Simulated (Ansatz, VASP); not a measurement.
# Two plane-wave programs on ZnS

The input INCAR:

```
ALGO = Normal
EDIFF = 1E-6
EDIFFG = -0.01
ENCUT = 600
GGA = PE
IBRION = 2
ISIF = 3
ISMEAR = 0
LASPH = T
LCHARG = F
LREAL = F
LWAVE = F
NELM = 60
NSW = 100
PREC = Accurate
SIGMA = 0.02
```

KPOINTS

```
k-points
0
Gamma
  8 8 4
```

The input POSCAR:

```
ZnS
1.0
    3.6162400984      0.0000000000      0.0000000000
    0.0000000000      3.8550796239      0.0000000000
    0.0000000000      0.0000000000      9.0350445764
Zn S
3 3
Direct
    0.5000000000      0.5000000000      0.1689356022
    0.5000000000      0.5000000000      0.8310643978
    0.0000000000      0.0000000000      0.5000000000
    0.5000000000      0.0000000000      0.3194013824
    0.0000000000      0.5000000000      0.0000000000
    0.5000000000      0.0000000000      0.6805986176
```

Input for Ansatz:

```yaml
crystal:
  lattice:
    - [3.6162400984, 0.0, 0.0]
    - [0.0, 3.8550796239, 0.0]
    - [0.0, 0.0, 9.0350445764]
  atoms:
    - { symbol: Zn, position: [0.5, 0.5, 0.1689356022] }
    - { symbol: Zn, position: [0.5, 0.5, 0.8310643978] }
    - { symbol: Zn, position: [0.0, 0.0, 0.5] }
    - { symbol: S, position: [0.5, 0.0, 0.3194013824] }
    - { symbol: S, position: [0.0, 0.5, 0.0] }
    - { symbol: S, position: [0.5, 0.0, 0.6805986176] }
basis:
  ecutwfc: 420
kpoints:
  mp_grid: { grid: [8, 8, 4] }
hamiltonian:
  xc: pbe
scf:
  occupations: { method: gaussian, width: 0.02 }
output:
  forces: true
  stress: true
  eigenvalues: true
relax:
  adjacent_minimum: "off"
  f_tol: 0.01
  max_steps: 80
  cell: { stress_tol: 0.05 }
```

Alike in both runs: task relaxation of cell and atoms; functional PBE; k mesh 8 × 8 × 4; occupations gaussian, width 0.02 eV; no spin polarisation.

|  | VASP | Ansatz |
| --- | --- | --- |
| version | VASP 6.6.1 | Ansatz 0.2.0 |
| potentials or method | VASP PAW PBE potentials, release 64 (Zn, S), cutoff 600 eV | scalar-relativistic, plane waves, PAW |
| valence electrons in the cell | 54 | 54 |

Ansatz gave:

```
gap on the k mesh at the Fermi level, each at its own relaxed structure (eV)  : 0.76
relaxed volume (Å³/atom)                                                      : 21.02
relaxed length of the cell vector where the two differ most in proportion (Å) : 3.617
```

Problem. What did VASP give for the same quantities?

Solution. gap on the k mesh at the Fermi level, each at its own relaxed structure (eV): 0.75; relaxed volume (Å³/atom): 21.07; relaxed length of the cell vector where the two differ most in proportion (Å): 3.621.
